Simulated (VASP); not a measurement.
# InSe8 (P-3m1) in VASP: notebook

The runs below take InSe8 through relaxation of cell and atoms, single point, with PBE+D3(BJ).

Program: VASP 6.6.1. These are calculated values, not measurements. Logs are shortened: lines on timing, memory, paths and dates and some standing lists are left out, and cuts for length are marked.

### Step 1. The cell of the first run

Symmetry: P-3m1, No. 164, trigonal system. The conventional cell has a = 7.742 Å, b = 7.742 Å, c = 4.373 Å, α = 90.00°, β = 90.00°, γ = 120.00°. In (site symmetry -3m) has 12 Se at 2.72 to 3.60 Å within 3.7 Å. Within 3.4 Å of Se (site symmetry m) lie 3 Se at 2.57 Å and 1 In at 2.72 Å. Se (site symmetry 3m) has 3 Se at 2.57 Å within 3.4 Å.

### Step 2. Relaxation of cell and atoms, PBE+D3(BJ)

INCAR

```
PREC = Accurate
ENCUT = 600
EDIFF = 1E-6
ISMEAR = 0
SIGMA = 0.1
LREAL = F
LASPH = T
NELM = 100
ALGO = Normal
ISIF = 3
LWAVE = F
LCHARG = F
GGA = PE
IVDW = 12
IBRION = 2
NSW = 90
EDIFFG = -0.04
```

KPOINTS

```
Automatic mesh
0
Gamma
  3 3 4
```

POSCAR

```
InSe8
1.0
    7.7415707000      0.0000000000      0.0000000000
   -3.8707853500      6.7043968900      0.0000000000
    0.0000000000      0.0000000000      4.3732966100
In Se
1 8
Direct
    0.0000000000      0.0000000000      0.5000000000
    0.3333333300      0.1666666700      0.1454602200
    0.3333333300      0.6666666700      0.1454602200
    0.8333333300      0.1666666700      0.1454602200
    0.8333333300      0.6666666700      0.1454602200
    0.1666666700      0.3333333300      0.8545397800
    0.1666666700      0.8333333300      0.8545397800
    0.6666666700      0.3333333300      0.8545397800
    0.6666666700      0.8333333300      0.8545397800
```

Potentials or basis: VASP PAW PBE potentials, release 64 (In_d, Se).

Started as:

```bash
$ cat potpaw_PBE.64/In_d/POTCAR potpaw_PBE.64/Se/POTCAR > POTCAR
$ mpirun -np 1 vasp_std > vasp.out
```

OUTCAR:

```text
PREC = Accurate
   ENCUT = 600
   EDIFF = 1E-6
   ISMEAR = 0
   LREAL = F
   LASPH = T
   NELM = 100
   ISIF = 3
   GGA = PE
   IVDW = 12
   IBRION = 2
   NSW = 90
   EDIFFG = -0.04
 IVDW          = 12

 ion  position               nearest neighbor table
   1  0.000  0.000  0.500-   5 2.72   6 2.72   2 2.72   9 2.72   7 2.72   4 2.72
   2  0.333  0.167  0.145-   6 2.57   7 2.57   8 2.57   1 2.72
   3  0.333  0.667  0.145-   7 2.57   6 2.57   9 2.57
   4  0.833  0.167  0.145-   8 2.57   9 2.57   6 2.57   1 2.72
   5  0.833  0.667  0.145-   9 2.57   8 2.57   7 2.57   1 2.72
   6  0.167  0.333  0.855-   2 2.57   3 2.57   4 2.57   1 2.72
   7  0.167  0.833  0.855-   3 2.57   2 2.57   5 2.57   1 2.72
   8  0.667  0.333  0.855-   4 2.57   5 2.57   2 2.57
   9  0.667  0.833  0.855-   5 2.57   4 2.57   3 2.57   1 2.72

  LATTYP: Found a hexagonal cell.
 ALAT       =     7.7415707000
 C/A-ratio  =     0.5649107629

  Lattice vectors:

 A1 = (   7.7415707000,   0.0000000000,   0.0000000000)
 A2 = (  -3.8707853500,   6.7043968900,   0.0000000000)
 A3 = (   0.0000000000,   0.0000000000,   4.3732966100)

Analysis of symmetry for initial positions (statically):
=====================================================================
 Subroutine PRICEL returns:
 Original cell was already a primitive cell.

 Routine SETGRP: Setting up the symmetry group for a
 hexagonal supercell.

 Subroutine GETGRP returns: Found 12 space group operations
 (whereof 12 operations were pure point group operations)
 out of a pool of 24 trial point group operations.

The static configuration has the point symmetry D_3d.

Analysis of symmetry for dynamics (positions and initial velocities):
=====================================================================
 Subroutine PRICEL returns:
 Original cell was already a primitive cell.

 Routine SETGRP: Setting up the symmetry group for a
 hexagonal supercell.

 Subroutine GETGRP returns: Found 12 space group operations
 (whereof 12 operations were pure point group operations)
 out of a pool of 24 trial point group operations.

The dynamic configuration has the point symmetry D_3d.

 Subroutine INISYM returns: Found 12 space group operations
 (whereof 12 operations are pure point group operations),
 and found     1 'primitive' translations

----------------------------------------------------------------------------------------

                                     Primitive cell

  volume of cell :     226.9853

  direct lattice vectors                    reciprocal lattice vectors
     7.741570700  0.000000000  0.000000000     0.129172753  0.074577924  0.000000000
    -3.870785350  6.704396890  0.000000000     0.000000000  0.149155847  0.000000000
     0.000000000  0.000000000  4.373296610     0.000000000  0.000000000  0.228660457

[... 78 lines left out ...]
   LSORBIT =      F    spin-orbit coupling
   LASPH  =      T    aspherical Exc in radial PAW
   ENCUT  =  600.0 eV  44.10 Ry    6.64 a.u.  15.46 15.46  8.73*2*pi/ulx,y,z
   NELM   =    100;   NELMIN=  2; NELMDL= -5     # of ELM steps
   EDIFF  = 0.1E-05   stopping-criterion for ELM
   LREAL  =      F    real-space projection
   EDIFFG = -.4E-01   stopping-criterion for IOM
   NSW    =     90    number of steps for IOM
   IBRION =      2    ionic relax: 0-MD 1-quasi-New 2-CG
   NFREE  =      1    steps in history (QN), initial steepest desc. (CG)
   ISIF   =      3    stress and relaxation
   ISYM   =      2    0-nonsym 1-usesym 2-fastsym
   POTIM  = 0.5000    time-step for ionic-motion
   TEBEG  =    0.0;   TEEND  =   0.0 temperature during run
   PSTRESS=    0.0 pullay stress
   NELECT =      61.0000    total number of electrons
   NUPDOWN=      -1.0000    fix difference up-down
   EMIN   =  10.00;   EMAX   =-10.00  energy-range for DOS
   EFERMI =   0.00;   METHOD = LEGACY
   ISMEAR =     0;   SIGMA  =   0.10  broadening in eV -4-tet -1-fermi 0-gaus
   EFERMI_NEDOS =   21; number of points for ismear=-14 and -15
   IALGO  =     38    algorithm
   IMIX   =      4    mixing-type and parameters
     AMIX     =   0.40;   BMIX     =  1.00
     AMIX_MAG =   1.60;   BMIX_MAG =  1.00
  volume/ion in A,a.u.               =      25.22       170.20
  Fermi-wavevector in a.u.,A,eV,Ry     =   1.056458  1.996416 15.185507  1.116103
  Thomas-Fermi vector in A             =   2.191694
   LORBIT       =      0    0 simple, 1 ext, 2 COOP (PROOUT), +10 PAW based schemes
   GGA     = PE    functional components
   LHFCALC =     F    Hartree Fock is set to
   AEXX    =    0.0000 exact exchange contribution
   IVDW    =    12    specifies the selected vdW correction
   LEPSILON=     F    determine dielectric tensor
   LRPA    =     F    only Hartree local field effects (RPA)
 conjugate gradient relaxation of ions
 non-spin polarized calculation
 Gauss-broadening in eV      SIGMA  =   0.10
  energy-cutoff  :      600.00
  volume of cell :      226.99
 maximum number of plane-waves:      7625
 NGX is ok and might be reduce to    64
   NGX = 31   NGY = 31   NGZ = 17

--------------------------------------- Ionic step        1  -------------------------------------------

 number of electron      60.9999989 magnetization

 Free energy of the ion-electron system (eV)
  ---------------------------------------------------
  ext. energy  EPLUGINS =         0.00000000
  ---------------------------------------------------
  free energy    TOTEN  =       -25.29491471 eV

  energy without entropy =      -25.23479657  energy(sigma->0) =      -25.26485564

------------------------ aborting loop because EDIFF is reached ----------------------------------------

 Edisp (eV)   -3.08293

 E8    (eV) :    -1.2992
[... 126 lines left out ...]
  FREE ENERGIE OF THE ION-ELECTRON SYSTEM (eV)
  ---------------------------------------------------
  free  energy   TOTEN  =       -28.9760338501 eV

  energy  without entropy=      -28.9058885779  energy(sigma->0) =      -28.94096121

[... ionic steps 4 to 60 ...]

--------------------------------------- Ionic step       61  -------------------------------------------

 number of electron      60.9999990 magnetization

------------------------ aborting loop because EDIFF is reached ----------------------------------------
[... 89 lines left out ...]
--------------------------------------- Ionic step       63  -------------------------------------------

 number of electron      60.9999991 magnetization

 Free energy of the ion-electron system (eV)
  ---------------------------------------------------
  ext. energy  EPLUGINS =         0.00000000
  ---------------------------------------------------
  free energy    TOTEN  =       -28.18829532 eV

  energy without entropy =      -28.15700529  energy(sigma->0) =      -28.17265030

 E-fermi :   3.1686     XC(G=0):  -8.6648

 val. band max:        3.1156721263   @ k =   0.0000   0.0000   0.5000
 cond. band min:       3.1867313527   @ k =   0.3333   0.0000   0.0000
 fundamental gap:      0.0710592264
 Fermi energy:         3.1685759648

 k-point     1 :       0.0000    0.0000    0.0000
  band No.  band energies     occupation
      1     -13.0075      2.00000
      2     -12.5920      2.00000
      3     -11.3404      2.00000
      4     -11.3207      2.00000
      5     -11.3207      2.00000
      6     -11.3107      2.00000
[... 419 lines left out ...]
  FREE ENERGIE OF THE ION-ELECTRON SYSTEM (eV)
  ---------------------------------------------------
  free  energy   TOTEN  =       -30.8863476206 eV

  energy  without entropy=      -30.8550575923  energy(sigma->0) =      -30.87070261

 reached required accuracy - stopping structural energy minimisation
```

OSZICAR:

```text
N       E                     dE             d eps       ncg     rms          rms(c)
DAV:   1     0.533476238896E+03    0.53348E+03   -0.27577E+04   720   0.173E+03
[... 646 lines left out ...]
       N       E                     dE             d eps       ncg     rms          rms(c)
DAV:   1    -0.281941869384E+02   -0.18729E-02   -0.58879E-01   720   0.468E+00    0.592E-01
DAV:   2    -0.281902004163E+02    0.39865E-02   -0.41098E-02   864   0.133E+00    0.252E-01
DAV:   3    -0.281884967754E+02    0.17036E-02   -0.38123E-03  1000   0.446E-01    0.102E-01
DAV:   4    -0.281883027940E+02    0.19398E-03   -0.10049E-03   892   0.167E-01    0.417E-02
DAV:   5    -0.281882932862E+02    0.95078E-05   -0.62423E-05   972   0.428E-02    0.219E-02
DAV:   6    -0.281882946945E+02   -0.14084E-05   -0.19908E-05  1060   0.262E-02    0.903E-03
DAV:   7    -0.281882953188E+02   -0.62426E-06   -0.23193E-06   672   0.876E-03
  63 F= -.30886348E+02 E0= -.30870703E+02  d E =-.169415E-02
```

CONTCAR:

```text
InSe8
   1.00000000000000
     8.5723872547424715   -0.0000000000000000    0.0000000000000000
    -4.2861936273712358    7.4239051318626030   -0.0000000000000005
    -0.0000000000000000    0.0000000000000002    4.1316966118079632
  In              Se
     1     8
Direct
     0.0000000000000000    0.0000000000000000    0.5000000000000000
     0.3837261841481736    0.1918630970741366    0.9803025979469183
     0.3333333300000021    0.6666666699999979    0.3211097607616368
     0.8081369029259692    0.1918630970741366    0.9803025979469183
     0.8081369029258633    0.6162738158517198    0.9803025979469183
     0.1918630970741366    0.3837261841482795    0.0196974020530816
     0.1918630970740303    0.8081369029258633    0.0196974020530816
     0.6666666699999979    0.3333333300000021    0.6788902392383630
     0.6162738158518267    0.8081369029258633    0.0196974020530816

  0.00000000E+00  0.00000000E+00  0.00000000E+00
  0.00000000E+00  0.00000000E+00  0.00000000E+00
  0.00000000E+00  0.00000000E+00  0.00000000E+00
  0.00000000E+00  0.00000000E+00  0.00000000E+00
  0.00000000E+00  0.00000000E+00  0.00000000E+00
  0.00000000E+00  0.00000000E+00  0.00000000E+00
  0.00000000E+00  0.00000000E+00  0.00000000E+00
  0.00000000E+00  0.00000000E+00  0.00000000E+00
  0.00000000E+00  0.00000000E+00  0.00000000E+00
```

Wall time 64 min (1 thread of AMD EPYC 9R45 (Zen 5), shared host); peak memory 0.44 GiB.

Results:

| Item | Value |
| --- | --- |
| Free energy | -30.8863 eV |
| Relaxed volume | 29.22 Å³/atom |
| Relaxed cell | a = 8.572 Å, b = 8.572 Å, c = 4.132 Å, α = 90.00°, β = 90.00°, γ = 120.00° |
| Space group after relaxing (to 0.1 Å) | P-3m1 (No. 164) |
| Energy gained by relaxing | 278.7 meV/atom |
| Ionic steps | 63 |
| Pressure after relaxing | 0.0 GPa |
| Largest force after relaxing | 0.014 eV/Å |
| Band gap on the k mesh | zero (an odd number of electrons rules out a gap without spin polarisation) |
| Dispersion energy per atom | -0.300 eV |

Forces on the atoms (eV/Å):
```
In   0.000  0.000  0.000
Se   0.002  0.001 -0.014
Se   0.000  0.000  0.014
Se  -0.002  0.001 -0.014
Se   0.000 -0.003 -0.014
Se   0.000  0.003  0.014
Se   0.002 -0.001  0.014
Se   0.000  0.000 -0.014
Se  -0.002 -0.001  0.014
```

Step by step:
```tsv
step	energy change (eV)	largest force (eV/Å)	pressure (GPa)	volume (Å³)
1	0.0000	1.1860	6.22	226.99
3	-0.5982	0.2972	-0.85	250.30
5	-1.1130	0.4664	-0.78	238.69
7	-1.3939	0.4496	-0.20	226.03
9	-1.5280	0.2736	1.87	217.72
11	-1.6616	0.3130	0.94	225.81
13	-1.7236	0.3520	-0.08	231.64
15	-1.7888	0.4261	-1.22	237.46
17	-1.9645	0.2868	0.76	235.63
19	-2.1005	0.2891	0.87	243.57
21	-2.1587	0.5552	-0.82	252.76
23	-2.2612	0.2701	-0.38	255.19
25	-2.2729	0.1668	-0.25	255.95
27	-2.2940	0.0748	0.35	255.52
29	-2.3129	0.1113	0.36	258.35
31	-2.3206	0.0739	-0.04	263.05
33	-2.3281	0.1147	0.05	264.02
35	-2.3313	0.4529	0.46	268.38
37	-2.3371	0.2962	0.25	266.72
39	-2.3438	0.2686	0.04	268.75
41	-2.3656	0.2327	-0.08	276.97
43	-2.3700	0.2363	-0.35	278.87
45	-2.3720	0.2119	-0.64	280.13
47	-2.3781	0.1792	-0.86	280.87
49	-2.4124	0.2378	-0.40	278.59
51	-2.4399	0.3392	0.10	275.65
53	-2.4582	0.0614	-0.50	276.21
55	-2.4686	0.0439	0.13	271.26
57	-2.4892	0.1196	-0.04	267.56
59	-2.4926	0.1814	-0.05	265.53
61	-2.5068	0.0388	0.34	261.99
63	-2.5085	0.0142	-0.02	262.94
```

Final structure:
```
CELL_PARAMETERS angstrom
8.57239 0.00000 0.00000
-4.28619 7.42391 0.00000
0.00000 0.00000 4.13170
ATOMIC_POSITIONS crystal
In 0.00000 0.00000 0.50000
Se 0.38373 0.19186 0.98030
Se 0.33333 0.66667 0.32111
Se 0.80814 0.19186 0.98030
Se 0.80814 0.61627 0.98030
Se 0.19186 0.38373 0.01970
Se 0.19186 0.80814 0.01970
Se 0.66667 0.33333 0.67889
Se 0.61627 0.80814 0.01970
```

Caveat: the volume moved by over 15 % at a fixed basis, so the end points are rough; spin-orbit coupling is left out, which moves the levels of the heavy elements.

### Step 3. Single point, PBE+D3(BJ)

This run uses another cell than the first one, of 23.74 Å³/atom.

INCAR

```
PREC     = Accurate       # precision mode
ENCUT    = 520            # plane-wave cutoff, eV
EDIFF    = 1E-6           # SCF threshold, eV
ISMEAR   = 0              # smearing method
SIGMA    = 0.1            # smearing width, eV
LREAL    = False          # projectors in reciprocal space
LASPH    = True           # aspherical terms in the spheres
NELM     = 80             # most SCF steps
ALGO     = Normal         # electronic algorithm
ISIF     = 2              # what is computed and relaxed
LWAVE    = False          # write WAVECAR
LCHARG   = False          # write CHGCAR
GGA      = PE             # functional
IVDW     = 12             # dispersion correction
NBANDS   = 40             # bands
```

KPOINTS

```
Automatic mesh
0
Gamma
  6 6 8
```

POSCAR

```
InSe8
1.0
    7.2100726396      0.0000000000      0.0000000000
   -3.6050363198      6.2441060690      0.0000000000
    0.0000000000      0.0000000000      4.7459851604
In Se
1 8
Direct
    0.0000000000      0.0000000000      0.5000000000
    0.3588632735      0.1794316368      0.1456721877
    0.3333333333      0.6666666667      0.4306371076
    0.8205683632      0.1794316368      0.1456721877
    0.8205683632      0.6411367265      0.1456721877
    0.1794316368      0.3588632735      0.8543278123
    0.1794316368      0.8205683632      0.8543278123
    0.6666666667      0.3333333333      0.5693628924
    0.6411367265      0.8205683632      0.8543278123
```

Potentials or basis: VASP PAW PBE potentials, release 64 (In_d, Se).

Started as:

```bash
$ cat potpaw_PBE.64/In_d/POTCAR potpaw_PBE.64/Se/POTCAR > POTCAR
$ mpirun -np 1 vasp_std > vasp.out
```

Wall time 4.7 min (1 thread of AMD EPYC 9R45 (Zen 5), shared host); peak memory 0.48 GiB.

The run converged. Its results:

| Quantity | Value |
| --- | --- |
| Free energy | -32.1610 eV |
| Pressure | 0.0 GPa |
| Largest force | 0.008 eV/Å |
| Band gap on the k mesh | zero (an odd number of electrons rules out a gap without spin polarisation) |
| Dispersion energy per atom | -0.369 eV |

Forces on the atoms (eV/Å):
```
In   0.000  0.000  0.000
Se   0.006  0.004  0.003
Se   0.000  0.000 -0.002
Se  -0.006  0.004  0.003
Se   0.000 -0.007  0.003
Se   0.000  0.007 -0.003
Se   0.006 -0.004 -0.003
Se   0.000  0.000  0.002
Se  -0.006 -0.004 -0.003
```

Levels at points of the mesh, in eV from the Fermi level:
```tsv
k point	band 27	band 28	band 29	band 30	band 31	band 32	band 33	band 34	band 35	band 36
(0.00, 0.00, 0.00)	-1.29	-1.17	-1.17	-0.77	-0.77	1.09	1.09	1.38	1.53	1.53
(0.50, 0.00, 0.00)	-1.78	-1.34	-0.75	-0.59	-0.36	0.55	0.76	1.17	1.27	1.67
(0.00, 0.00, 0.50)	-1.30	-1.30	0.05	0.11	0.19	0.19	0.90	0.90	1.16	1.16
(0.50, 0.00, 0.50)	-1.48	-0.67	-0.14	0.28	0.32	0.54	0.80	1.93	2.03	2.04
```

Caveat: spin-orbit coupling is left out, which moves the levels of the heavy elements.

The gap in the log of VASP goes by the Fermi energy; the results here count the filled bands.